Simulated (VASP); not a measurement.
HC12, 26 atoms in the cell. The cell holds a slab with vacuum, 26 atoms: a = 5.051 Å, b = 5.051 Å, c = 22.375 Å, α = 90.00°, β = 90.00°, γ = 90.00°. 

```yaml
Program: VASP 6.6.1
Task: single point
Functional: PBE
Potentials_or_basis: VASP PAW PBE potentials, release 64 (C, H)
Cutoff: 520 eV
k_mesh: 5 × 5 × 1
Occupations: gaussian, width 0.05 eV
Spin: no spin polarisation
Dipole_correction: yes
Further_INCAR_settings: LREAL = Auto; ALGO = Normal; EDIFF = 1e-06; NBANDS = 68
```

Potentials or basis: VASP PAW PBE potentials, release 64 (C, H).

Command:

```sh
$ cat potpaw_PBE.64/C/POTCAR potpaw_PBE.64/H/POTCAR > POTCAR
$ mpirun -np 1 vasp_std > vasp.out
```

Hardware: 1 thread of Intel(R) Xeon(R) Platinum 8375C CPU @ 2.90GHz (Ice Lake), with other jobs on the host.

Problem. Estimate the wall time of this run.

Solution. Wall time 15 min on 1 thread of Intel(R) Xeon(R) Platinum 8375C CPU @ 2.90GHz (Ice Lake) (shared host), peak memory 0.66 GiB. Counts: scf iterations 30, k points 9.
